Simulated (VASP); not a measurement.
Set up this calculation in VASP 6.6.1, as the native input.

| Quantity | Value |
| --- | --- |
| Task | single point |
| Functional | r2SCAN |
| Dispersion | D3(BJ) |
| Potentials or basis | VASP PAW PBE potentials, release 64 (C, O, H) |
| Cutoff | 520 eV |
| k mesh | 1 × 1 × 1 |
| Occupations | fermi-dirac, width 0.05 eV |
| Spin | no spin polarisation |
| Dipole correction | no |
| Further INCAR settings | LREAL = Auto; ALGO = Normal; EDIFF = 1e-06; NBANDS = 64 |

The system is H6C2O.

```
C O H
1.0
     6.77081    0.00000    0.00000
     0.00000    6.77081    0.00000
     0.00000    0.00000    6.77081
C O H
8 4 24
Direct
  0.60092 0.92453 0.76690
  0.44153 0.91546 0.60008
  0.04054 0.43326 0.56528
  0.91069 0.49842 0.72426
  0.58018 0.31038 0.24830
  0.39995 0.29753 0.13363
  0.11916 0.88072 0.12521
  0.90508 0.88523 0.22077
  0.51049 0.77438 0.43485
  0.99359 0.42927 0.92115
  0.39802 0.47844 0.03297
  0.80832 0.70262 0.16592
  0.47767 0.82417 0.31521
  0.29479 0.83284 0.63561
  0.43925 0.07779 0.53719
  0.57645 0.04618 0.85629
  0.60133 0.77245 0.80888
  0.74899 0.94052 0.70941
  0.99019 0.50820 0.03701
  0.92014 0.65091 0.71921
  0.75939 0.43253 0.72372
  0.04993 0.53906 0.43151
  0.20839 0.42036 0.60904
  0.99236 0.26351 0.53223
  0.27927 0.52576 0.97575
  0.36363 0.16091 0.05392
  0.22925 0.27585 0.20692
  0.67419 0.16531 0.33099
  0.68707 0.37007 0.15224
  0.55887 0.44670 0.35842
  0.71226 0.66292 0.26882
  0.90463 0.91998 0.37967
  0.82780 0.01239 0.16211
  0.22200 0.88122 0.24359
  0.14827 0.72480 0.08743
  0.13473 0.99015 0.01283
```

These files were run (other wordings do the same):

POSCAR

```
H6C2O
1.0
    6.7708090000      0.0000000000      0.0000000000
    0.0000000000      6.7708090000      0.0000000000
    0.0000000000      0.0000000000      6.7708090000
C O H
8 4 24
Direct
    0.6009178519      0.9245276303      0.7668950638
    0.4415277406      0.9154592900      0.6000760027
    1.0405403549      0.4332569417      0.5652795700
    0.9106888113      0.4984190220      0.7242561413
    0.5801817774      0.3103765001      0.2483012000
    0.3999522066      0.2975272231      0.1336324803
    0.1191585821      0.8807219344      0.1252139885
   -0.0949221873      0.8852265660      0.2207712550
    0.5104855269      0.7743830907      0.4348520243
    0.9935888016      0.4292692350      0.9211454643
    0.3980174304      0.4784361810      0.0329650415
   -0.1916757658      0.7026191405      0.1659181347
    0.4776681782      0.8241703466      0.3152060559
    0.2947949056      0.8328399162      0.6356108997
    0.4392532709      1.0777884888      0.5371883921
    0.5764451486      1.0461822214      0.8562935389
    0.6013313919      0.7724483145      0.8088841378
    0.7489946918      0.9405227647      0.7094130111
    0.9901918663      0.5081962879      1.0370104961
    0.9201411530      0.6509118777      0.7192050463
    0.7593922676      0.4325332468      0.7237244471
    1.0499336195      0.5390640912      0.4315141662
    1.2083932659      0.4203633569      0.6090409580
    0.9923629510      0.2635135624      0.5322259127
    0.2792723883      0.5257569664     -0.0242511641
    0.3636345376      0.1609113475      0.0539226553
    0.2292488239      0.2758459144      0.2069176667
    0.6741882691      0.1653125941      0.3309944203
    0.6870670846      0.3700739454      0.1522417779
    0.5588697008      0.4466969900      0.3584209804
   -0.2877351879      0.6629193055      0.2688157353
   -0.0953652658      0.9199786909      0.3796739799
   -0.1721950804      1.0123900999      0.1621076595
    0.2219971055      0.8812240901      0.2435897985
    0.1482688405      0.7248026048      0.0874341604
    0.1347254073      0.9901475584      0.0128345077
```

INCAR.step1

```
PREC = Accurate
ENCUT = 520
ISMEAR = -1
SIGMA = 0.05
LREAL = Auto
LASPH = T
NELM = 100
NBANDS = 64
GGA = PE
ALGO = Normal
EDIFF = 1E-4
LWAVE = T
LCHARG = F
```

INCAR.step2

```
PREC = Accurate
ENCUT = 520
EDIFF = 1E-6
ISMEAR = -1
SIGMA = 0.05
LREAL = Auto
LASPH = T
NELM = 100
ALGO = Normal
ISIF = 2
LWAVE = F
LCHARG = F
METAGGA = R2SCAN
LMIXTAU = T
IVDW = 12
VDW_S6 = 1.0
VDW_S8 = 0.78981345
VDW_A1 = 0.49484001
VDW_A2 = 5.73083694
NBANDS = 64
ISTART = 1
```

KPOINTS

```
regular mesh
0
Gamma
  1 1 1
```

Potentials or basis: VASP PAW PBE potentials, release 64 (C, O, H).

Command:

```console
$ cat potpaw_PBE.64/C/POTCAR potpaw_PBE.64/O/POTCAR potpaw_PBE.64/H/POTCAR > POTCAR
$ cp INCAR.step1 INCAR
$ mpirun -np 1 vasp_gam > vasp.out
$ cp INCAR.step2 INCAR
$ mpirun -np 1 vasp_gam > vasp.out
```

It gave:

| Property | Result |
| --- | --- |
| Pressure | -2.5 GPa |
| Largest force | 5.762 eV/Å |
| Band gap on the k mesh | 5.24 eV |
| Dispersion energy per atom | -0.023 eV |

Caveat: the k points lie up to 0.93 Å⁻¹ apart; the PAW data sets were made with another functional, which shifts forces and pressure a little.

Wall time 88 s on 1 thread of Intel(R) Xeon(R) 6975P-C (Granite Rapids), with other jobs on the host, peak memory 0.36 GiB.
